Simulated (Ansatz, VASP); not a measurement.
## SnO: VASP beside Ansatz

```
CELL_PARAMETERS angstrom
3.35500 0.00000 0.00000
0.00000 5.67410 0.00000
0.00000 0.00000 4.22197
ATOMIC_POSITIONS crystal
Sn 0.00000 0.23191 0.51314
Sn 0.50000 0.76809 0.01314
O 0.00000 0.89125 0.59474
O 0.50000 0.10875 0.23686
```

Alike in both runs: task single point; functional PBEsol; dispersion D3(BJ); k mesh 8 × 6 × 6; occupations gaussian, width 0.05 eV; no spin polarisation.

```csv
,VASP,Ansatz
version,VASP 6.6.1,Ansatz 0.2.0
potentials or method,"VASP PAW PBE potentials, release 64 (Sn_d, O), cutoff 520 eV","scalar-relativistic, plane waves, PAW"
valence electrons in the cell,40,40
```

VASP gave:

* gap on the k mesh at the Fermi level (eV): 0.90
* least direct gap on the mesh (eV): 1.18
* pressure (GPa): -4.6
* traceless stress, the component that is largest in VASP (GPa): -5.81
* rms of the force components (eV/Å): 1.194

Task: Which values does Ansatz return?

Result: gap on the k mesh at the Fermi level (eV): 0.91; least direct gap on the mesh (eV): 1.19; pressure (GPa): -4.8; traceless stress, the component that is largest in VASP (GPa): -5.70; rms of the force components (eV/Å): 1.184.

VASP's potentials were made for PBE, not for PBEsol. Atom by atom the forces differ by 0.035 eV/Å (rms over components).
